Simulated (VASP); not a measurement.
# MoS2 (P6_3/mmc) in VASP: a series of runs

MoS2 is run at these levels: PBE, SVWN5; tasks: single point.

Program: VASP 6.6.1. These are calculated values, not measurements. Logs are shortened: lines on timing, memory, paths and dates and some standing lists are left out, and cuts for length are marked.

**Experimental background.**

“Multiwavelength excitation Raman Scattering Analysis of bulk and 2 dimensional MoS2: Vibrational properties of atomically thin MoS2 layers”, 2015, arxiv:1506.03228 reports, for a bulk crystal of MoS2 at 300 K: band gap 1.3 eV (indirect).

How close the calculation comes is told below.

**1. The cell of the first run**

The structure is hexagonal, space group P6_3/mmc (No. 194). Conventional cell: a = 3.104 Å, b = 3.104 Å, c = 12.072 Å, α = 90.00°, β = 90.00°, γ = 120.00°. Within 3.1 Å of Mo (site symmetry -6m2) lie 6 S at 2.36 Å. Within 3.1 Å of S (site symmetry 3m) lie 3 Mo at 2.36 Å and 1 S at 3.07 Å.

**2. Single point, PBE**

File INCAR:

```
  PREC = Accurate
  ENCUT = 520
  EDIFF = 1E-6
  ISMEAR = -1
  SIGMA = 0.05
  LREAL = F
  LASPH = T
  NELM = 60
  ALGO = Normal
  ISIF = 2
  LWAVE = F
  LCHARG = F
  GGA = PE
  NBANDS = 35
```

File KPOINTS:

```
Automatic mesh
0
Gamma
  10 10 3
```

File POSCAR:

```
MoS2
1.0
    3.1043083785      0.0000000000      0.0000000000
   -1.5521541893      2.6884099170      0.0000000000
    0.0000000000      0.0000000000     12.0724192038
Mo S
2 4
Direct
    0.6666666667      0.3333333333      0.7500000000
    0.3333333333      0.6666666667      0.2500000000
    0.6666666667      0.3333333333      0.3770000000
    0.3333333333      0.6666666667      0.8770000000
    0.6666666667      0.3333333333      0.1230000000
    0.3333333333      0.6666666667      0.6230000000
```

Potentials or basis: VASP PAW PBE potentials, release 64 (Mo_sv, S).

Launch:

```bash
$ cat potpaw_PBE.64/Mo_sv/POTCAR potpaw_PBE.64/S/POTCAR > POTCAR
$ mpirun -np 1 vasp_std > vasp.out
```

OUTCAR:

```text
PREC = Accurate
   ENCUT = 520
   EDIFF = 1E-6
   ISMEAR = -1
   LREAL = F
   LASPH = T
   NELM = 60
   ISIF = 2
   GGA = PE

 ion  position               nearest neighbor table
   1  0.667  0.333  0.750-   4 2.36   6 2.36   4 2.36   6 2.36   4 2.36   6 2.36
   2  0.333  0.667  0.250-   3 2.36   5 2.36   3 2.36   5 2.36   3 2.36   5 2.36
   3  0.667  0.333  0.377-   2 2.36   2 2.36   2 2.36
   4  0.333  0.667  0.877-   1 2.36   1 2.36   1 2.36
   5  0.667  0.333  0.123-   2 2.36   2 2.36   2 2.36
   6  0.333  0.667  0.623-   1 2.36   1 2.36   1 2.36

  LATTYP: Found a hexagonal cell.
 ALAT       =     3.1043083785
 C/A-ratio  =     3.8889239508

  Lattice vectors:

 A1 = (   3.1043083785,   0.0000000000,   0.0000000000)
 A2 = (  -1.5521541893,   2.6884099170,   0.0000000000)
 A3 = (   0.0000000000,   0.0000000000,  12.0724192038)

Analysis of symmetry for initial positions (statically):
=====================================================================
 Subroutine PRICEL returns:
 Original cell was already a primitive cell.

 Routine SETGRP: Setting up the symmetry group for a
 hexagonal supercell.

 Subroutine GETGRP returns: Found 24 space group operations
 (whereof 12 operations were pure point group operations)
 out of a pool of 24 trial point group operations.

The static configuration has the point symmetry D_3d.
 The point group associated with its full space group is D_6h.

Analysis of symmetry for dynamics (positions and initial velocities):
=====================================================================
 Subroutine PRICEL returns:
 Original cell was already a primitive cell.

 Routine SETGRP: Setting up the symmetry group for a
 hexagonal supercell.

 Subroutine GETGRP returns: Found 24 space group operations
 (whereof 12 operations were pure point group operations)
 out of a pool of 24 trial point group operations.

The dynamic configuration has the point symmetry D_3d.
 The point group associated with its full space group is D_6h.

 Subroutine INISYM returns: Found 24 space group operations
 (whereof 12 operations are pure point group operations),
 and found     1 'primitive' translations

----------------------------------------------------------------------------------------

                                     Primitive cell

  volume of cell :     100.7522

  direct lattice vectors                    reciprocal lattice vectors
     3.104308378  0.000000000  0.000000000     0.322132945  0.185983542  0.000000000
    -1.552154189  2.688409917  0.000000000     0.000000000  0.371967085  0.000000000
     0.000000000  0.000000000 12.072419204     0.000000000  0.000000000  0.082833439

  length of vectors
     3.104308378  3.104308379 12.072419204     0.371967085  0.371967085  0.082833439

  position of ions in fractional coordinates (direct lattice)
     0.666666667  0.333333333  0.750000000
     0.333333333  0.666666667  0.250000000
     0.666666667  0.333333333  0.377000000
     0.333333333  0.666666667  0.877000000
     0.666666667  0.333333333  0.123000000
     0.333333333  0.666666667  0.623000000

  ion indices of the primitive-cell ions
   primitive index   ion index
                 1           1
                 2           2
                 3           3
                 4           4
                 5           5
                 6           6

----------------------------------------------------------------------------------------

 KPOINTS: Automatic mesh

Automatic generation of k-mesh.
 Grid dimensions read from file:
 generate k-points for:   10   10    3

 Generating k-lattice:

  Cartesian coordinates                     Fractional coordinates (reciprocal lattice)
     0.032213294  0.018598354  0.000000000     0.100000000 -0.000000000  0.000000000
     0.000000000  0.037196708  0.000000000     0.000000000  0.100000000  0.000000000
     0.000000000  0.000000000  0.027611146     0.000000000  0.000000000  0.333333333

  Length of vectors
     0.037196708  0.037196708  0.027611146

  Shift w.r.t. Gamma in fractional coordinates (k-lattice)
     0.000000000  0.000000000  0.000000000

 Subroutine IBZKPT returns following result:
 ===========================================

 Found     28 irreducible k-points:

 Following reciprocal coordinates:
            Coordinates               Weight
  0.000000  0.000000  0.000000      1.000000
  0.100000  0.000000  0.000000      6.000000
  0.200000  0.000000  0.000000      6.000000
  0.300000  0.000000  0.000000      6.000000
  0.400000  0.000000  0.000000      6.000000
  0.500000  0.000000  0.000000      3.000000
[... 16 lines left out ...]
  0.300000  0.100000  0.333333     24.000000
  0.400000  0.100000  0.333333     24.000000
 [... further k-points ...]
   k-points           NKPTS =     28   k-points in BZ     NKDIM =     28   number of bands    NBANDS=     35
   number of dos      NEDOS =    301   number of ions     NIONS =      6
   total plane-waves  NPLWV =  51840
   dimension x,y,z NGX =    24 NGY =   24 NGZ =   90
   dimension x,y,z NGXF=    48 NGYF=   48 NGZF=  180
   ions per type =               2   4
   NGX,Y,Z   is equivalent  to a cutoff of  12.85, 12.85, 12.39 a.u.
   NGXF,Y,Z  is equivalent  to a cutoff of  25.71, 25.71, 24.79 a.u.
 SYSTEM =  unknown system
   PREC   = accura    normal or accurate (medium, high low for compatibility)
   ISTART =      0    job   : 0-new  1-cont  2-samecut
   ICHARG =      2    charge: 1-file 2-atom 10-const
   ISPIN  =      1    spin polarized calculation?
   LNONCOLLINEAR =      F non collinear calculations
   LSORBIT =      F    spin-orbit coupling
   LASPH  =      T    aspherical Exc in radial PAW
   ENCUT  =  520.0 eV  38.22 Ry    6.18 a.u.   5.77  5.77 22.45*2*pi/ulx,y,z
   NELM   =     60;   NELMIN=  2; NELMDL= -5     # of ELM steps
   EDIFF  = 0.1E-05   stopping-criterion for ELM
   LREAL  =      F    real-space projection
   EDIFFG = 0.1E-04   stopping-criterion for IOM
   NSW    =      0    number of steps for IOM
   IBRION =     -1    ionic relax: 0-MD 1-quasi-New 2-CG
   NFREE  =      0    steps in history (QN), initial steepest desc. (CG)
   ISIF   =      2    stress and relaxation
   ISYM   =      2    0-nonsym 1-usesym 2-fastsym
   POTIM  = 0.5000    time-step for ionic-motion
   TEBEG  =    0.0;   TEEND  =   0.0 temperature during run
   PSTRESS=    0.0 pullay stress
   NELECT =      52.0000    total number of electrons
   NUPDOWN=      -1.0000    fix difference up-down
   EMIN   =  10.00;   EMAX   =-10.00  energy-range for DOS
   EFERMI =   0.00;   METHOD = LEGACY
   ISMEAR =    -1;   SIGMA  =   0.05  broadening in eV -4-tet -1-fermi 0-gaus
   EFERMI_NEDOS =   21; number of points for ismear=-14 and -15
   IALGO  =     38    algorithm
   IMIX   =      4    mixing-type and parameters
     AMIX     =   0.40;   BMIX     =  1.00
     AMIX_MAG =   1.60;   BMIX_MAG =  1.00
  volume/ion in A,a.u.               =      16.79       113.32
  Fermi-wavevector in a.u.,A,eV,Ry     =   1.313180  2.481551 23.462468  1.724443
  Thomas-Fermi vector in A             =   2.443521
   LORBIT       =      0    0 simple, 1 ext, 2 COOP (PROOUT), +10 PAW based schemes
   GGA     = PE    functional components
   LHFCALC =     F    Hartree Fock is set to
   AEXX    =    0.0000 exact exchange contribution
   IVDW    =     0    specifies the selected vdW correction
   LEPSILON=     F    determine dielectric tensor
   LRPA    =     F    only Hartree local field effects (RPA)
 non-spin polarized calculation
  energy-cutoff  :      520.00
  volume of cell :      100.75
 maximum number of plane-waves:      2736
 NGX is ok and might be reduce to    24
   NGX = 11   NGY = 11   NGZ = 45

 number of electron      52.0000004 magnetization

 Free energy of the ion-electron system (eV)
  ---------------------------------------------------
  ext. energy  EPLUGINS =         0.00000000
  ---------------------------------------------------
  free energy    TOTEN  =       -43.33337823 eV

  energy without entropy =      -43.33337512  energy(sigma->0) =      -43.33337667

 E-fermi :   8.7619     XC(G=0): -11.1266

 val. band max:        8.3695830264   @ k =   0.0000   0.0000   0.0000
 cond. band min:       9.2504680772   @ k =   0.2000   0.2000   0.0000
 fundamental gap:      0.8808850508
 Fermi energy:         8.7619277420

 k-point     1 :       0.0000    0.0000    0.0000
  band No.  band energies     occupation
      1     -53.1536      2.00000
      2     -53.1536      2.00000
      3     -27.3681      2.00000
      4     -27.3679      2.00000
      5     -27.0728      2.00000
      6     -27.0728      2.00000
[... 27 lines left out ...]
     34      10.9981      0.00000
     35      14.1529      0.00000

 k-point     2 :       0.1000    0.0000    0.0000
  band No.  band energies     occupation
      1     -53.1485      2.00000
      2     -53.1485      2.00000
      3     -27.3583      2.00000
      4     -27.3582      2.00000
      5     -27.1213      2.00000
      6     -27.1213      2.00000
[... 27 lines left out ...]
     34      10.8978      0.00000
     35      14.8969      0.00000

 k-point     3 :       0.2000    0.0000    0.0000
  band No.  band energies     occupation
      1     -53.1353      2.00000
      2     -53.1353      2.00000
      3     -27.3327      2.00000
      4     -27.3326      2.00000
      5     -27.2465      2.00000
      6     -27.2465      2.00000
[... 27 lines left out ...]
     34      11.5342      0.00000
     35      16.0015      0.00000

 k-point     4 :       0.3000    0.0000    0.0000
  band No.  band energies     occupation
      1     -53.1188      2.00000
      2     -53.1188      2.00000
      3     -27.3981      2.00000
      4     -27.3981      2.00000
      5     -27.3009      2.00000
      6     -27.3008      2.00000
[... 27 lines left out ...]
     34      12.0961      0.00000
     35      15.6352      0.00000

 k-point     5 :       0.4000    0.0000    0.0000
  band No.  band energies     occupation
      1     -53.1054      2.00000
      2     -53.1054      2.00000
      3     -27.5183      2.00000
      4     -27.5183      2.00000
      5     -27.2750      2.00000
      6     -27.2749      2.00000
[... 638 lines left out ...]
 k-point    22 :       0.2000    0.1000    0.3333
  band No.  band energies     occupation
      1     -53.1245      2.00000
      2     -53.1245      2.00000
      3     -27.3344      2.00000
      4     -27.3344      2.00000
      5     -27.3119      2.00000
      6     -27.3118      2.00000
[... 27 lines left out ...]
     34      12.1100      0.00000
     35      16.2637      0.00000

 k-point    23 :       0.3000    0.1000    0.3333
  band No.  band energies     occupation
      1     -53.1096      2.00000
      2     -53.1096      2.00000
      3     -27.4613      2.00000
      4     -27.4613      2.00000
      5     -27.2830      2.00000
      6     -27.2830      2.00000
[... 27 lines left out ...]
     34      12.4397      0.00000
     35      15.2412      0.00000

 k-point    24 :       0.4000    0.1000    0.3333
  band No.  band energies     occupation
      1     -53.1003      2.00000
      2     -53.1003      2.00000
      3     -27.5386      2.00000
      4     -27.5386      2.00000
      5     -27.2651      2.00000
      6     -27.2651      2.00000
[... 27 lines left out ...]
     34      12.3225      0.00000
     35      14.3409      0.00000

 [... further k-points ...]
[... 5 lines left out ...]
  --------------------------------------------------------------------------------------
  -------------------------------------------------------------------------------------
  Total        7.5895866      7.5895866      8.5360419     -0.0000000      0.0000000      0.0000000
  in kB      120.6907682    120.6907682    135.7414451     -0.0000000      0.0000000      0.0000000
  external PRESSURE =     125.7076605 kB  Pullay stress =       0.0000000 kB

 VOLUME and BASIS-vectors are now :
 -----------------------------------------------------------------------------
  energy-cutoff  :      520.00
  volume of cell :      100.75
      direct lattice vectors                 reciprocal lattice vectors
     3.104308378  0.000000000  0.000000000     0.322132945  0.185983542  0.000000000
    -1.552154189  2.688409917  0.000000000     0.000000000  0.371967085  0.000000000
     0.000000000  0.000000000 12.072419204     0.000000000  0.000000000  0.082833439

 POSITION                                       TOTAL-FORCE (eV/Angst)
 -----------------------------------------------------------------------------------
      1.55215      0.89614      9.05431        -0.000000      0.000000     -0.000000
     -0.00000      1.79227      3.01810         0.000000     -0.000000     -0.000000
      1.55215      0.89614      4.55130        -0.000000      0.000000      0.987908
     -0.00000      1.79227     10.58751         0.000000     -0.000000      0.987908
      1.55215      0.89614      1.48491        -0.000000      0.000000     -0.987908
     -0.00000      1.79227      7.52112         0.000000      0.000000     -0.987908
 -----------------------------------------------------------------------------------
    total drift:                               -0.000000      0.000000     -0.000000

  FREE ENERGIE OF THE ION-ELECTRON SYSTEM (eV)
  ---------------------------------------------------
  free  energy   TOTEN  =       -43.3333782281 eV

  energy  without entropy=      -43.3333751183  energy(sigma->0) =      -43.33337667
```

It took 46 s on 1 thread of Intel Xeon 6975P-C (Granite Rapids), shared host; peak memory 0.25 GiB.

What came out:

- Free energy: -43.3334 eV
- Pressure: 12.6 GPa
- Largest force: 0.988 eV/Å
- Band gap on the k mesh: 0.88 eV, indirect (least direct gap 2.03 eV)

Forces on the atoms (eV/Å):
```
Mo   0.000  0.000  0.000
Mo   0.000  0.000  0.000
S    0.000  0.000  0.988
S    0.000  0.000  0.988
S    0.000  0.000 -0.988
S    0.000  0.000 -0.988
```

Caveat: this functional lacks dispersion, which binds the layers, so the pressure and a relaxed spacing across them are unreliable.

(Continued in part 2 of 2.)
